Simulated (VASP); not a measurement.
# Co (Pm-3m) in VASP: notebook

Co is run at these levels: BLYP; tasks: relaxation of cell and atoms, single point.

Everything below comes from runs of VASP 6.6.1. Logs are shortened: lines on timing, memory, paths and dates and some standing lists are left out, and cuts for length are marked.

## (1) The cell of the first run

The structure is cubic, space group Pm-3m (No. 221). Conventional cell: a = 2.287 Å, b = 2.287 Å, c = 2.287 Å, α = 90.00°, β = 90.00°, γ = 90.00°. Co (site symmetry m-3m) has 6 Co at 2.29 Å within 3.0 Å.

## (2) Relaxation of cell and atoms, BLYP, collinear spin, ferromagnetic start

The input, INCAR:

```
  PREC = Accurate
  ENCUT = 600
  EDIFF = 1E-7
  ISMEAR = -1
  SIGMA = 0.05
  LREAL = False
  LASPH = True
  NELM = 150
  ALGO = Normal
  ISIF = 3
  LWAVE = False
  LCHARG = False
  ISPIN = 2
  MAGMOM = 1.7
  LORBIT = 11
  LMAXMIX = 4
  GGA = B5
  ALDAX = 1.0
  AGGAX = 1.0
  AGGAC = 1.0
  ALDAC = 0.0
  IBRION = 2
  NSW = 80
  EDIFFG = -0.01
```

The input, KPOINTS:

```
regular mesh
0
Gamma
  14 14 14
```

The input, POSCAR:

```
Co
1.0
    2.2868488050      0.0000000000      0.0000000000
    0.0000000000      2.2868488050      0.0000000000
    0.0000000000      0.0000000000      2.2868488050
Co
1
Direct
    0.0000000000      0.0000000000      0.0000000000
```

Potentials or basis: VASP PAW PBE potentials, release 64 (Co).

Run with:

```sh
$ cat potpaw_PBE.64/Co/POTCAR > POTCAR
$ mpirun -np 1 vasp_std > vasp.out
```

OUTCAR:

```text
PREC = Accurate
   ENCUT = 600
   EDIFF = 1E-7
   ISMEAR = -1
   LREAL = False
   LASPH = True
   NELM = 150
   ISIF = 3
   ISPIN = 2
   LORBIT = 11
   GGA = B5
   IBRION = 2
   NSW = 80
   EDIFFG = -0.01

 ion  position               nearest neighbor table
   1  0.000  0.000  0.000-

  LATTYP: Found a simple cubic cell.
 ALAT       =     2.2868488050

  Lattice vectors:

 A1 = (   2.2868488050,   0.0000000000,   0.0000000000)
 A2 = (   0.0000000000,   2.2868488050,   0.0000000000)
 A3 = (   0.0000000000,   0.0000000000,   2.2868488050)

Analysis of symmetry for initial positions (statically):
=====================================================================
 Subroutine PRICEL returns:
 Original cell was already a primitive cell.

 Routine SETGRP: Setting up the symmetry group for a
 simple cubic supercell.

 Subroutine GETGRP returns: Found 48 space group operations
 (whereof 48 operations were pure point group operations)
 out of a pool of 48 trial point group operations.

The static configuration has the point symmetry O_h .

Analysis of symmetry for dynamics (positions and initial velocities):
=====================================================================
 Subroutine PRICEL returns:
 Original cell was already a primitive cell.

 Routine SETGRP: Setting up the symmetry group for a
 simple cubic supercell.

 Subroutine GETGRP returns: Found 48 space group operations
 (whereof 48 operations were pure point group operations)
 out of a pool of 48 trial point group operations.

The dynamic configuration has the point symmetry O_h .

Analysis of structural, dynamic, and magnetic symmetry:
=====================================================================
 Subroutine PRICEL returns:
 Original cell was already a primitive cell.

 Routine SETGRP: Setting up the symmetry group for a
 simple cubic supercell.

 Subroutine GETGRP returns: Found 48 space group operations
 (whereof 48 operations were pure point group operations)
 out of a pool of 48 trial point group operations.

The overall configuration has the point symmetry O_h .

 Subroutine INISYM returns: Found 48 space group operations
 (whereof 48 operations are pure point group operations),
 and found     1 'primitive' translations

----------------------------------------------------------------------------------------

                                     Primitive cell

  volume of cell :      11.9595

  direct lattice vectors                    reciprocal lattice vectors
     2.286848805  0.000000000  0.000000000     0.437282954  0.000000000  0.000000000
     0.000000000  2.286848805  0.000000000     0.000000000  0.437282954  0.000000000
     0.000000000  0.000000000  2.286848805     0.000000000  0.000000000  0.437282954

  length of vectors
     2.286848805  2.286848805  2.286848805     0.437282954  0.437282954  0.437282954

  position of ions in fractional coordinates (direct lattice)
     0.000000000  0.000000000  0.000000000

  ion indices of the primitive-cell ions
   primitive index   ion index
                 1           1

----------------------------------------------------------------------------------------

 KPOINTS: regular mesh

Automatic generation of k-mesh.
 Grid dimensions read from file:
 generate k-points for:   14   14   14

 Generating k-lattice:

  Cartesian coordinates                     Fractional coordinates (reciprocal lattice)
     0.031234497  0.000000000  0.000000000     0.071428571  0.000000000  0.000000000
     0.000000000  0.031234497  0.000000000     0.000000000  0.071428571  0.000000000
     0.000000000  0.000000000  0.031234497     0.000000000  0.000000000  0.071428571

  Length of vectors
     0.031234497  0.031234497  0.031234497

  Shift w.r.t. Gamma in fractional coordinates (k-lattice)
     0.000000000  0.000000000  0.000000000

 Subroutine IBZKPT returns following result:
 ===========================================

 Found    120 irreducible k-points:

 Following reciprocal coordinates:
            Coordinates               Weight
  0.000000  0.000000  0.000000      1.000000
  0.071429  0.000000  0.000000      6.000000
  0.142857  0.000000  0.000000      6.000000
  0.214286  0.000000  0.000000      6.000000
  0.285714  0.000000  0.000000      6.000000
  0.357143  0.000000  0.000000      6.000000
[... 16 lines left out ...]
  0.285714  0.214286  0.000000     24.000000
  0.357143  0.214286  0.000000     24.000000
 [... further k-points ...]
   k-points           NKPTS =    120   k-points in BZ     NKDIM =    120   number of bands    NBANDS=      9
   number of dos      NEDOS =    301   number of ions     NIONS =      1
   total plane-waves  NPLWV =   5832
   dimension x,y,z NGX =    18 NGY =   18 NGZ =   18
   dimension x,y,z NGXF=    36 NGYF=   36 NGZF=   36
   ions per type =               1
   NGX,Y,Z   is equivalent  to a cutoff of  13.09, 13.09, 13.09 a.u.
   NGXF,Y,Z  is equivalent  to a cutoff of  26.17, 26.17, 26.17 a.u.
 SYSTEM =  unknown system
   PREC   = accura    normal or accurate (medium, high low for compatibility)
   ISTART =      0    job   : 0-new  1-cont  2-samecut
   ICHARG =      2    charge: 1-file 2-atom 10-const
   ISPIN  =      2    spin polarized calculation?
   LNONCOLLINEAR =      F non collinear calculations
   LSORBIT =      F    spin-orbit coupling
   LASPH  =      T    aspherical Exc in radial PAW
   ENCUT  =  600.0 eV  44.10 Ry    6.64 a.u.   4.57  4.57  4.57*2*pi/ulx,y,z
   NELM   =    150;   NELMIN=  2; NELMDL= -5     # of ELM steps
   EDIFF  = 0.1E-06   stopping-criterion for ELM
   LREAL  =      F    real-space projection
   EDIFFG = -.1E-01   stopping-criterion for IOM
   NSW    =     80    number of steps for IOM
   IBRION =      2    ionic relax: 0-MD 1-quasi-New 2-CG
   NFREE  =      1    steps in history (QN), initial steepest desc. (CG)
   ISIF   =      3    stress and relaxation
   ISYM   =      2    0-nonsym 1-usesym 2-fastsym
   POTIM  = 0.5000    time-step for ionic-motion
   TEBEG  =    0.0;   TEEND  =   0.0 temperature during run
   PSTRESS=    0.0 pullay stress
   NELECT =       9.0000    total number of electrons
   NUPDOWN=      -1.0000    fix difference up-down
   EMIN   =  10.00;   EMAX   =-10.00  energy-range for DOS
   EFERMI =   0.00;   METHOD = LEGACY
   ISMEAR =    -1;   SIGMA  =   0.05  broadening in eV -4-tet -1-fermi 0-gaus
   EFERMI_NEDOS =   21; number of points for ismear=-14 and -15
   IALGO  =     38    algorithm
   IMIX   =      4    mixing-type and parameters
     AMIX     =   0.40;   BMIX     =  1.00
     AMIX_MAG =   1.60;   BMIX_MAG =  1.00
  volume/ion in A,a.u.               =      11.96        80.71
  Fermi-wavevector in a.u.,A,eV,Ry     =   1.489081  2.813954 30.169030  2.217361
  Thomas-Fermi vector in A             =   2.602034
   LORBIT       =     11    0 simple, 1 ext, 2 COOP (PROOUT), +10 PAW based schemes
   GGA     = B5    functional components
   LHFCALC =     F    Hartree Fock is set to
   AEXX    =    0.0000 exact exchange contribution
   IVDW    =     0    specifies the selected vdW correction
   LEPSILON=     F    determine dielectric tensor
   LRPA    =     F    only Hartree local field effects (RPA)
 conjugate gradient relaxation of ions
 spin polarized calculation
  energy-cutoff  :      600.00
  volume of cell :       11.96
 maximum number of plane-waves:       432
   NGX =  9   NGY =  9   NGZ =  9

--------------------------------------- Ionic step        1  -------------------------------------------

 number of electron       9.0000006 magnetization       1.5785749

 Free energy of the ion-electron system (eV)
  ---------------------------------------------------
  ext. energy  EPLUGINS =         0.00000000
  ---------------------------------------------------
  free energy    TOTEN  =        -5.40275300 eV

  energy without entropy =       -5.38900721  energy(sigma->0) =       -5.39588011

------------------------ aborting loop because EDIFF is reached ----------------------------------------

  FORCE on cell =-STRESS in cart. coord.  units (eV):
  Direction    XX          YY          ZZ          XY          YZ          ZX
  --------------------------------------------------------------------------------------
  -------------------------------------------------------------------------------------
  Total        1.1640975      1.1640975      1.1640975      0.0000000      0.0000000     -0.0000000
  in kB      155.9507905    155.9507905    155.9507905      0.0000000      0.0000000     -0.0000000
  external PRESSURE =     155.9507905 kB  Pullay stress =       0.0000000 kB
[... 55 lines left out ...]
  energy  without entropy=       -5.4428513231  energy(sigma->0) =       -5.44991161

--------------------------------------- Ionic step        3  -------------------------------------------

 number of electron       8.9999991 magnetization       1.8748233

 Free energy of the ion-electron system (eV)
  ---------------------------------------------------
  ext. energy  EPLUGINS =         0.00000000
  ---------------------------------------------------
  free energy    TOTEN  =        -5.47006743 eV

  energy without entropy =       -5.45595075  energy(sigma->0) =       -5.46300909

 E-fermi :   8.2459     XC(G=0): -11.5097

 val. band max:        8.2449891490   @ k =   0.3571   0.2857   0.0714
 cond. band min:       8.2548569436   @ k =   0.4286   0.4286   0.0714
 fundamental gap:      0.0098677946
 Fermi energy:         8.2459478498

 spin component 1

 k-point     1 :       0.0000    0.0000    0.0000
  band No.  band energies     occupation
      1       0.4459      1.00000
      2       4.1213      1.00000
      3       4.1213      1.00000
      4       7.0878      1.00000
      5       7.0878      1.00000
      6       7.0878      1.00000
      7      26.5906      0.00000
      8      26.5906      0.00000
      9      26.5906      0.00000
[... 265 lines left out ...]
 k-point    24 :       0.3571    0.2143    0.0000
  band No.  band energies     occupation
      1       3.9324      1.00000
      2       4.7188      1.00000
      3       5.5544      1.00000
      4       6.3128      1.00000
      5       6.7845      1.00000
      6       7.3392      1.00000
      7      15.0863      0.00000
      8      22.8937      0.00000
      9      29.8810      0.00000

 [... further k-points ...]

 spin component 2

 k-point     1 :       0.0000    0.0000    0.0000
  band No.  band energies     occupation
      1       0.6108      1.00000
      2       5.3982      1.00000
      3       5.3982      1.00000
      4       9.3609      0.00000
      5       9.3609      0.00000
      6       9.3609      0.00000
      7      26.9656      0.00000
      8      26.9656      0.00000
      9      26.9656      0.00000
[... 304 lines left out ...]
  FREE ENERGIE OF THE ION-ELECTRON SYSTEM (eV)
  ---------------------------------------------------
  free  energy   TOTEN  =        -5.4700674264 eV

  energy  without entropy=       -5.4559507490  energy(sigma->0) =       -5.46300909

 reached required accuracy - stopping structural energy minimisation

 total charge

# of ion       s       p       d       tot
------------------------------------------
    1        0.479   0.369   7.283   8.131

 magnetization (x)

# of ion       s       p       d       tot
------------------------------------------
    1        0.007  -0.005   1.876   1.877
```

Wall time 59 s (1 thread of Intel Xeon Platinum 8559C (Emerald Rapids), shared host); peak memory 0.14 GiB.

Results:

```
Free energy                                           : -5.4701 eV
Relaxed volume                                        : 13.41 Å³/atom
Relaxed cell                                          : a = 2.376 Å, b = 2.376 Å, c = 2.376 Å, α = 90.00°, β = 90.00°, γ = 90.00°
Space group after relaxing (to 0.05 Å)                : Pm-3m (No. 221)
Energy gained by relaxing                             : 67.3 meV/atom
Ionic steps                                           : 3
Pressure after relaxing                               : -0.1 GPa
Net moment                                            : 1.87 μB per cell
Site moments                                          : Co +1.88 μB
Valence electrons inside the program's atomic spheres : Co 8.13
```

Step by step:
```csv
step,energy change (eV),largest force (eV/Å),pressure (GPa),volume (Å³)
1,0.0000,0.0000,15.60,11.96
2,-0.0542,0.0000,-5.82,14.09
3,-0.0673,0.0000,-0.05,13.41
```

Final structure:
```
CELL_PARAMETERS angstrom
2.37563 0.00000 0.00000
0.00000 2.37563 0.00000
0.00000 0.00000 2.37563
ATOMIC_POSITIONS crystal
Co 0.00000 0.00000 0.00000
```

Levels at points of the mesh, in eV from the Fermi level:
Spin up:
```csv
k point,band 1,band 2,band 3,band 4,band 5,band 6,band 7,band 8,band 9
"(0.00, 0.00, 0.00)",-7.80,-4.12,-4.12,-1.16,-1.16,-1.16,18.34,18.34,18.34
"(0.50, 0.00, 0.00)",-4.26,-3.71,-2.18,-2.18,-1.07,-1.00,3.22,23.24,25.25
"(0.50, 0.50, 0.00)",-4.79,-3.33,-1.98,-1.98,-0.11,4.84,4.84,10.59,10.94
"(0.50, 0.50, 0.50)",-3.98,-3.98,-3.98,-0.06,-0.06,11.04,11.04,11.04,13.47
```
Spin down:
| k point | band 1 | band 2 | band 3 | band 4 | band 5 | band 6 |
| --- | --- | --- | --- | --- | --- | --- |
| (0.00, 0.00, 0.00) | -7.64 | -2.85 | -2.85 | 1.11 | 1.11 | 1.11 |
| (0.50, 0.00, 0.00) | -3.45 | -2.37 | -0.92 | -0.07 | -0.07 | 1.22 |
| (0.50, 0.50, 0.00) | -3.32 | -2.06 | 0.17 | 0.17 | 1.56 | 5.04 |
| (0.50, 0.50, 0.50) | -2.25 | -2.25 | -2.25 | 1.63 | 1.63 | 11.39 |

Caveat: the PAW data sets were made with another functional, which shifts forces and pressure a little.

(Continued in part 2 of 2.)
